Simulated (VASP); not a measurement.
# BaTiO3 in VASP: notebook, part 2 of 2

VASP 6.6.1.

### Step 3. Single point, PBEsol (uniaxial strain along a: +3.0 %)

The input, INCAR:

```
SYSTEM = BaTiO3
ALGO = Normal
EDIFF = 1E-7
ENCUT = 520
GGA = PS
ISIF = 2
ISMEAR = 0
LASPH = .True.
LCHARG = .False.
LREAL = .False.
LWAVE = .False.
NBANDS = 28
NELM = 60
PREC = Accurate
SIGMA = 0.02
```

The input, KPOINTS:

```
k-points
0
Gamma
  8 8 8
  0 0 0
```

The input, POSCAR:

```
BaTiO3
1.0
    4.0889654123      0.0000000000      0.0000000000
    0.0000000000      3.9400953124      0.0000000000
    0.0000000000      0.0000000000      3.9400953124
Ba Ti O
1 1 3
Direct
    0.5000000000      0.5000000000      0.5000000000
    0.0000000000      0.0000000000      0.0000000000
    0.5000000000      0.0000000000      0.0000000000
    0.0000000000      0.5000000000      0.0000000000
    0.0000000000      0.0000000000      0.5000000000
```

Potentials or basis: VASP PAW PBE potentials, release 64 (Ba_sv, Ti_sv, O).

On the command line:

```console
$ cat potpaw_PBE.64/Ba_sv/POTCAR potpaw_PBE.64/Ti_sv/POTCAR potpaw_PBE.64/O/POTCAR > POTCAR
$ mpirun -np 1 vasp_std > vasp.out
```

OUTCAR:

```text
SYSTEM = BaTiO3
   EDIFF = 1E-7
   ENCUT = 520
   GGA = PS
   ISIF = 2
   ISMEAR = 0
   LASPH = .True.
   LREAL = .False.
   NELM = 60
   PREC = Accurate

 ion  position               nearest neighbor table
   1  0.500  0.500  0.500-   3 2.79   3 2.79   3 2.79   3 2.79   4 2.84   5 2.84   5 2.84   4 2.84
                             4 2.84   5 2.84   4 2.84   5 2.84   2 3.46   2 3.46   2 3.46   2 3.46
   2  0.000  0.000  0.000-   4 1.97   5 1.97   5 1.97   4 1.97   3 2.04   3 2.04   1 3.46   1 3.46
                             1 3.46   1 3.46   1 3.46   1 3.46   1 3.46   1 3.46
   3  0.500  0.000  0.000-   2 2.04   2 2.04   1 2.79   1 2.79   1 2.79   1 2.79
   4  0.000  0.500  0.000-   2 1.97   2 1.97   1 2.84   1 2.84   1 2.84   1 2.84
   5  0.000  0.000  0.500-   2 1.97   2 1.97   1 2.84   1 2.84   1 2.84   1 2.84

  LATTYP: Found a simple tetragonal cell.
 ALAT       =     3.9400953124
 C/A-ratio  =     1.0377833753

  Lattice vectors:

 A1 = (   0.0000000000,   3.9400953124,   0.0000000000)
 A2 = (   0.0000000000,   0.0000000000,   3.9400953124)
 A3 = (   4.0889654123,   0.0000000000,   0.0000000000)

Analysis of symmetry for initial positions (statically):
=====================================================================
 Subroutine PRICEL returns:
[... 175 lines left out ...]
  energy without entropy =      -41.94622279  energy(sigma->0) =      -41.94622279

 E-fermi :   3.9042     XC(G=0): -11.5700

 val. band max:        3.8263222820   @ k =   0.5000   0.5000   0.5000
 cond. band min:       5.4674756872   @ k =   0.0000   0.0000   0.0000
 fundamental gap:      1.6411534052
 Fermi energy:         3.9041645695

 k-point     1 :       0.0000    0.0000    0.0000
  band No.  band energies     occupation
      1     -52.5539      2.00000
      2     -28.8910      2.00000
      3     -28.8910      2.00000
      4     -28.8744      2.00000
      5     -20.9688      2.00000
      6     -13.1058      2.00000
[... 733 lines left out ...]
     27      11.7655      0.00000
     28      13.3699      0.00000

 [... further k-points ...]
[... 5 lines left out ...]
  --------------------------------------------------------------------------------------
  -------------------------------------------------------------------------------------
  Total       -2.0081287      0.8231981      0.8231981      0.0000000      0.0000000     -0.0000000
  in kB      -50.6845082     20.7772490     20.7772490      0.0000000      0.0000000     -0.0000000
  external PRESSURE =      -3.0433367 kB  Pullay stress =       0.0000000 kB

 VOLUME and BASIS-vectors are now :
 -----------------------------------------------------------------------------
  energy-cutoff  :      520.00
  volume of cell :       63.48
      direct lattice vectors                 reciprocal lattice vectors
     4.088965412  0.000000000  0.000000000     0.244560640  0.000000000  0.000000000
     0.000000000  3.940095312  0.000000000     0.000000000  0.253800967  0.000000000
     0.000000000  0.000000000  3.940095312     0.000000000  0.000000000  0.253800967

 POSITION                                       TOTAL-FORCE (eV/Angst)
 -----------------------------------------------------------------------------------
      2.04448      1.97005      1.97005         0.000000      0.000000      0.000000
      0.00000      0.00000      0.00000         0.000000      0.000000      0.000000
      2.04448      0.00000      0.00000         0.000000      0.000000      0.000000
      0.00000      1.97005      0.00000         0.000000      0.000000      0.000000
      0.00000      0.00000      1.97005         0.000000      0.000000      0.000000
 -----------------------------------------------------------------------------------
    total drift:                                0.000000     -0.000000      0.000000

  FREE ENERGIE OF THE ION-ELECTRON SYSTEM (eV)
  ---------------------------------------------------
  free  energy   TOTEN  =       -41.9462227875 eV

  energy  without entropy=      -41.9462227875  energy(sigma->0) =      -41.94622279
```

OSZICAR:

```text
N       E                     dE             d eps       ncg     rms          rms(c)
DAV:   1     0.424969289527E+03    0.42497E+03   -0.20400E+04  4200   0.153E+03
DAV:   2    -0.908806187772E+01   -0.43406E+03   -0.41287E+03  4768   0.417E+02
DAV:   3    -0.501148745842E+02   -0.41027E+02   -0.40582E+02  4852   0.133E+02
DAV:   4    -0.522194857566E+02   -0.21046E+01   -0.21002E+01  6644   0.268E+01
DAV:   5    -0.522531882999E+02   -0.33703E-01   -0.33689E-01  5288   0.328E+00    0.229E+01
DAV:   6    -0.421831928928E+02    0.10070E+02   -0.53065E+01  5808   0.652E+01    0.975E+00
DAV:   7    -0.421015401137E+02    0.81653E-01   -0.87169E+00  5540   0.210E+01    0.668E+00
DAV:   8    -0.419447689137E+02    0.15677E+00   -0.96178E-01  5176   0.910E+00    0.252E+00
DAV:   9    -0.419633622641E+02   -0.18593E-01   -0.19499E-01  5216   0.273E+00    0.117E+00
DAV:  10    -0.419475234537E+02    0.15839E-01   -0.90836E-02  5180   0.277E+00    0.345E-01
DAV:  11    -0.419463027632E+02    0.12207E-02   -0.68496E-03  6208   0.593E-01    0.580E-02
DAV:  12    -0.419462242791E+02    0.78484E-04   -0.53724E-04  4844   0.227E-01    0.478E-02
DAV:  13    -0.419462310451E+02   -0.67660E-05   -0.10240E-04  5796   0.959E-02    0.268E-02
DAV:  14    -0.419462232418E+02    0.78033E-05   -0.33035E-05  5200   0.366E-02    0.773E-03
DAV:  15    -0.419462229815E+02    0.26030E-06   -0.35413E-06  5984   0.123E-02    0.557E-03
DAV:  16    -0.419462228703E+02    0.11125E-06   -0.13443E-06  5352   0.771E-03    0.324E-03
DAV:  17    -0.419462227686E+02    0.10168E-06   -0.27080E-07  3528   0.544E-03    0.553E-04
DAV:  18    -0.419462227875E+02   -0.18880E-07   -0.34781E-08  2704   0.119E-03
   1 F= -.41946223E+02 E0= -.41946223E+02  d E =-.594042E-11
```

stdout:

```text
POSCAR found type information on POSCAR BaTiO
 POSCAR found :  3 types and       5 ions
 scaLAPACK will be used
 -----------------------------------------------------------------------------
|                                                                             |
|                                                                             |
|     You enforced a specific xc type in the INCAR file but a different       |
|     I HOPE YOU KNOW WHAT YOU ARE DOING!                                     |
|                                                                             |
 -----------------------------------------------------------------------------

 LDA part: xc-table for (Slater+PW92), standard interpolation
 POSCAR, INCAR and KPOINTS ok, starting setup
 FFT: planning ... GRIDC
 FFT: planning ... GRID_SOFT
 FFT: planning ... GRID
 WAVECAR not read
 entering main loop
```

Wall time 86 s (1 thread of Intel Xeon 6975P-C (Granite Rapids), shared host); peak memory 0.26 GiB.

What came out:

```yaml
Free_energy: -41.9462 eV
Pressure: -0.3 GPa
Band_gap_on_the_k_mesh: 1.64 eV, indirect (least direct gap 1.81 eV)
```

Caveat: the cell differs from its parent crystal (uniaxial strain along a: +3.0 %); the PAW data sets were made with another functional, which shifts forces and pressure a little; spin-orbit coupling is left out, which moves the levels of the heavy elements.

### Step 4. Single point, PBEsol

The input, INCAR:

```
SYSTEM = BaTiO3
ALGO     = Normal         ! electronic algorithm
EDIFF    = 1E-7           ! SCF threshold, eV
ENCUT    = 520            ! plane-wave cutoff, eV
GGA      = PS             ! functional
ISIF     = 2              ! what is computed and relaxed
ISMEAR   = 0              ! smearing method
LASPH    = .TRUE.         ! aspherical terms in the spheres
LCHARG   = .TRUE.         ! write CHGCAR
LELF     = .TRUE.         ! ELF
LREAL    = .FALSE.        ! projectors in reciprocal space
LVHAR    = .TRUE.       
LWAVE    = .FALSE.        ! write WAVECAR
NBANDS   = 28             ! bands
NELM     = 80             ! most SCF steps
PREC     = Accurate       ! precision mode
SIGMA    = 0.02           ! smearing width, eV
```

The input, KPOINTS:

```
k-points
0
G
  8 8 8
  0 0 0
```

Edit POSCAR of step 3 so:

```diff
@@ -3,4 +3,4 @@
     4.0889654123      0.0000000000      0.0000000000
-    0.0000000000      3.9400953124      0.0000000000
-    0.0000000000      0.0000000000      3.9400953124
+    0.0000000000      3.9410376295      0.0000000000
+    0.0000000000      0.0000000000      3.9410376295
 Ba Ti O
```

Potentials or basis: VASP PAW PBE potentials, release 64 (Ba_sv, Ti_sv, O).

On the command line:

```console
$ cat potpaw_PBE.64/Ba_sv/POTCAR potpaw_PBE.64/Ti_sv/POTCAR potpaw_PBE.64/O/POTCAR > POTCAR
$ mpirun -np 1 vasp_std > vasp.out
```

OUTCAR:

```text
SYSTEM = BaTiO3
   EDIFF = 1E-7
   ENCUT = 520
   GGA = PS
   ISIF = 2
   ISMEAR = 0
   LASPH = .TRUE.
   LREAL = .FALSE.
   NELM = 80
   PREC = Accurate

 ion  position               nearest neighbor table
   1  0.500  0.500  0.500-   3 2.79   3 2.79   3 2.79   3 2.79   4 2.84   5 2.84   5 2.84   4 2.84
                             4 2.84   5 2.84   4 2.84   5 2.84   2 3.46   2 3.46   2 3.46   2 3.46
   2  0.000  0.000  0.000-   4 1.97   5 1.97   5 1.97   4 1.97   3 2.04   3 2.04   1 3.46   1 3.46
[... 953 lines left out ...]
  -------------------------------------------------------------------------------------
  Total       -2.0257572      0.7825039      0.7825039      0.0000000      0.0000000     -0.0000000
  in kB      -51.1049981     19.7406965     19.7406965      0.0000000      0.0000000     -0.0000000
  external PRESSURE =      -3.8745350 kB  Pullay stress =       0.0000000 kB

 VOLUME and BASIS-vectors are now :
 -----------------------------------------------------------------------------
  energy-cutoff  :      520.00
  volume of cell :       63.51
      direct lattice vectors                 reciprocal lattice vectors
     4.088965412  0.000000000  0.000000000     0.244560640  0.000000000  0.000000000
     0.000000000  3.941037629  0.000000000     0.000000000  0.253740282  0.000000000
     0.000000000  0.000000000  3.941037629     0.000000000  0.000000000  0.253740282

 POSITION                                       TOTAL-FORCE (eV/Angst)
 -----------------------------------------------------------------------------------
      2.04448      1.97052      1.97052         0.000000      0.000000      0.000000
      0.00000      0.00000      0.00000         0.000000      0.000000      0.000000
      2.04448      0.00000      0.00000         0.000000      0.000000      0.000000
      0.00000      1.97052      0.00000         0.000000      0.000000      0.000000
      0.00000      0.00000      1.97052         0.000000      0.000000      0.000000
 -----------------------------------------------------------------------------------
    total drift:                                0.000000     -0.000000      0.000000

  FREE ENERGIE OF THE ION-ELECTRON SYSTEM (eV)
  ---------------------------------------------------
  free  energy   TOTEN  =       -41.9466319470 eV

  energy  without entropy=      -41.9466319470  energy(sigma->0) =      -41.94663195
```

OSZICAR:

```text
N       E                     dE             d eps       ncg     rms          rms(c)
DAV:   1     0.422556887177E+03    0.42256E+03   -0.20271E+04  4200   0.152E+03
DAV:   2    -0.833662002534E+01   -0.43089E+03   -0.41111E+03  4824   0.415E+02
DAV:   3    -0.500966444969E+02   -0.41760E+02   -0.41280E+02  4976   0.133E+02
DAV:   4    -0.522213580076E+02   -0.21247E+01   -0.21207E+01  6536   0.267E+01
DAV:   5    -0.522556447357E+02   -0.34287E-01   -0.34272E-01  5388   0.330E+00    0.228E+01
DAV:   6    -0.421778644175E+02    0.10078E+02   -0.53243E+01  5840   0.652E+01    0.974E+00
DAV:   7    -0.421019989050E+02    0.75866E-01   -0.87393E+00  5572   0.210E+01    0.669E+00
DAV:   8    -0.419449111209E+02    0.15709E+00   -0.94914E-01  5128   0.906E+00    0.253E+00
DAV:   9    -0.419638097718E+02   -0.18899E-01   -0.19269E-01  5292   0.272E+00    0.118E+00
DAV:  10    -0.419477756113E+02    0.16034E-01   -0.91643E-02  5096   0.283E+00    0.331E-01
DAV:  11    -0.419466978645E+02    0.10777E-02   -0.71576E-03  5984   0.585E-01    0.693E-02
DAV:  12    -0.419466669159E+02    0.30949E-04   -0.96348E-04  5180   0.292E-01    0.684E-02
DAV:  13    -0.419466649039E+02    0.20120E-05   -0.10124E-04  5940   0.916E-02    0.509E-02
DAV:  14    -0.419466319635E+02    0.32940E-04   -0.12485E-04  6156   0.816E-02    0.128E-02
DAV:  15    -0.419466332584E+02   -0.12949E-05   -0.57893E-06  4844   0.203E-02    0.158E-02
DAV:  16    -0.419466319664E+02    0.12920E-05   -0.29281E-06  5912   0.159E-02    0.148E-03
DAV:  17    -0.419466319470E+02    0.19367E-07   -0.15677E-07  4036   0.286E-03
   1 F= -.41946632E+02 E0= -.41946632E+02  d E =-.318401E-94
```

stdout:

```text
POSCAR found type information on POSCAR BaTiO
 POSCAR found :  3 types and       5 ions
 scaLAPACK will be used
 -----------------------------------------------------------------------------
|                                                                             |
|                                                                             |
|     You enforced a specific xc type in the INCAR file but a different       |
|     I HOPE YOU KNOW WHAT YOU ARE DOING!                                     |
|                                                                             |
 -----------------------------------------------------------------------------

 LDA part: xc-table for (Slater+PW92), standard interpolation
 POSCAR, INCAR and KPOINTS ok, starting setup
 FFT: planning ... GRIDC
 FFT: planning ... GRID_SOFT
 FFT: planning ... GRID
 WAVECAR not read
 entering main loop
```

Run time: 93 s. Hardware: 1 thread of Intel Xeon 6975P-C (Granite Rapids), shared host; peak memory 0.26 GiB.

Results:

```
Free energy            : -41.9466 eV
Pressure               : -0.4 GPa
Band gap on the k mesh : 1.64 eV, indirect (least direct gap 1.81 eV)
```

Caveat: the PAW data sets were made with another functional, which shifts forces and pressure a little; spin-orbit coupling is left out, which moves the levels of the heavy elements. A k mesh can miss the band edges.

### Step 5. Single point, PBEsol (strain along c alone, the other axes held: +3.0 %)

The input, INCAR:

```
SYSTEM = BaTiO3
PREC = Accurate
ENCUT = 520
EDIFF = 1E-6
ISMEAR = 0
SIGMA = 0.02
LREAL = .False.
LASPH = .True.
NELM = 60
ALGO = Normal
ISIF = 2
LWAVE = .False.
LCHARG = .False.
GGA = PS
NBANDS = 28
```

The input, KPOINTS:

```
regular mesh
0
Gamma
  8 8 8
  0 0 0
```

Edit POSCAR of step 4 so:

```diff
@@ -2,5 +2,5 @@
 1.0
-    4.0889654123      0.0000000000      0.0000000000
-    0.0000000000      3.9410376295      0.0000000000
-    0.0000000000      0.0000000000      3.9410376295
+    3.9698693310      0.0000000000      0.0000000000
+    0.0000000000      3.9698693310      0.0000000000
+    0.0000000000      0.0000000000      4.0889654109
 Ba Ti O
```

On the command line:

```console
$ cat potpaw_PBE.64/Ba_sv/POTCAR potpaw_PBE.64/Ti_sv/POTCAR potpaw_PBE.64/O/POTCAR > POTCAR
$ mpirun -np 1 vasp_std > vasp.out
```

It took 88 s on 1 thread of AMD EPYC 7R13 (Zen 3), shared host; peak memory 0.24 GiB.

It converged, with:

```yaml
Free_energy: -41.9497 eV
Pressure: -3.0 GPa
Band_gap_on_the_k_mesh: 1.63 eV, indirect (least direct gap 1.81 eV)
```

Stress tensor (GPa, compression positive):
```
-1.20  0.00  0.00
 0.00 -1.20  0.00
 0.00  0.00 -6.52
```

Levels at points of the mesh, in eV from the valence-band top:
| k point | band 17 | band 18 | band 19 | band 20 | band 21 | band 22 | band 23 | band 24 |
| --- | --- | --- | --- | --- | --- | --- | --- | --- |
| (0.00, 0.00, 0.00) | -1.10 | -0.22 | -0.18 | -0.18 | 1.63 | 1.63 | 1.68 | 3.74 |
| (0.50, 0.00, 0.00) | -2.00 | -1.96 | -0.80 | -0.76 | 1.81 | 3.50 | 3.51 | 3.80 |
| (0.50, 0.50, 0.00) | -1.78 | -0.76 | -0.76 | -0.07 | 3.51 | 3.51 | 3.95 | 4.50 |
| (0.00, 0.00, 0.50) | -1.68 | -1.68 | -0.74 | -0.74 | 1.82 | 3.26 | 3.26 | 3.98 |
| (0.50, 0.00, 0.50) | -1.79 | -1.02 | -1.00 | -0.18 | 3.27 | 3.52 | 3.80 | 4.79 |
| (0.50, 0.50, 0.50) | -2.39 | -0.06 | -0.06 | 0.00 | 4.06 | 4.06 | 4.19 | 6.50 |

Caveat: the cell differs from its parent crystal (strain along c alone, the other axes held: +3.0 %); the PAW data sets were made with another functional, which shifts forces and pressure a little; spin-orbit coupling is left out, which moves the levels of the heavy elements. A k mesh can miss the band edges.

### Step 6. Single point, PBEsol

This run uses another cell than the first one, of 12.51 Å³/atom, 0.985 times its volume.

The input, INCAR:

```
SYSTEM = BaTiO3
PREC = Accurate
ENCUT = 910
EDIFF = 1E-6
ISMEAR = 0
SIGMA = 0.02
LREAL = .False.
LASPH = .True.
NELM = 120
ALGO = Normal
ISIF = 2
LWAVE = .False.
LCHARG = .True.
GGA = PS
LELF = .True.
LVHAR = .True.
NBANDS = 28
GGA_COMPAT = .False.
```

KPOINTS is that of step 5.

Edit POSCAR of step 5 so:

```diff
@@ -2,5 +2,5 @@
 1.0
-    3.9698693310      0.0000000000      0.0000000000
-    0.0000000000      3.9698693310      0.0000000000
-    0.0000000000      0.0000000000      4.0889654109
+    3.9698693324      0.0000000000      0.0000000000
+    0.0000000000      3.9698693324      0.0000000000
+    0.0000000000      0.0000000000      3.9698693324
 Ba Ti O
```

Potentials or basis: VASP PAW PBE potentials, release 64 (Ba_sv, Ti_sv, O_h).

On the command line:

```console
$ cat potpaw_PBE.64/Ba_sv/POTCAR potpaw_PBE.64/Ti_sv/POTCAR potpaw_PBE.64/O_h/POTCAR > POTCAR
$ mpirun -np 1 vasp_std > vasp.out
```

Run time: 78 s. Hardware: 1 thread of Intel Xeon 6975P-C (Granite Rapids), shared host; peak memory 0.33 GiB.

The run converged. Its results:

```
Free energy            : -41.9981 eV
Pressure               : 1.7 GPa
Band gap on the k mesh : 1.75 eV, indirect (least direct gap 1.87 eV)
```

Levels at points of the mesh, in eV from the valence-band top:
```tsv
k point	band 18	band 19	band 20	band 21	band 22	band 23
(0.00, 0.00, 0.00)	-0.12	-0.12	-0.12	1.75	1.75	1.75
(0.50, 0.00, 0.00)	-1.88	-0.72	-0.72	1.93	3.62	3.62
(0.50, 0.50, 0.00)	-0.86	-0.86	-0.10	3.63	3.63	4.05
(0.50, 0.50, 0.50)	0.00	0.00	0.00	4.33	4.33	4.33
```

Caveat: the cutoff is under 1.25 times the usual one of these potentials, so pressure, stress and relaxed cells hold a basis-set (Pulay) error; the PAW data sets were made with another functional, which shifts forces and pressure a little; spin-orbit coupling is left out, which moves the levels of the heavy elements.

### Step 7. Summary

| potentials or basis | cell | cutoff (eV) | second run | gap on the mesh (eV) | pressure (GPa) |
| --- | --- | --- | --- | --- | --- |
| VASP PAW PBE potentials, release 64 (Ba_sv, Ti_sv, O) | a = 4.089, b = 3.941, c = 3.941 Å, 5 atoms | 520 | - | 1.64 | -0.4 |
| VASP PAW PBE potentials, release 64 (Ba_sv, Ti_sv, O) | a = 4.089, b = 3.940, c = 3.940 Å, 5 atoms | 520 | - | 1.64 | -0.3 |
| VASP PAW PBE potentials, release 64 (Ba_sv, Ti_sv, O) | a = 3.970, b = 3.970, c = 4.089 Å, 5 atoms | 520 | - | 1.63 | -3.0 |
| VASP PAW PBE potentials, release 64 (Ba_sv, Ti_sv, O_h) | a = 3.970 Å, 5 atoms | 910 | hard_potentials | 1.75 | 1.7 |

Alike in all rows: task single point; level PBEsol; no spin polarisation; k mesh 8 × 8 × 8; smearing gaussian 0.02 eV.

Caveats: the PAW data sets were made with another functional, which shifts forces and pressure a little; spin-orbit coupling is left out, which moves the levels of the heavy elements; the cutoff is under 1.25 times the usual one of these potentials, so pressure, stress and relaxed cells hold a basis-set (Pulay) error (some runs).

Absolute energies hang on the potentials; compare differences alone.
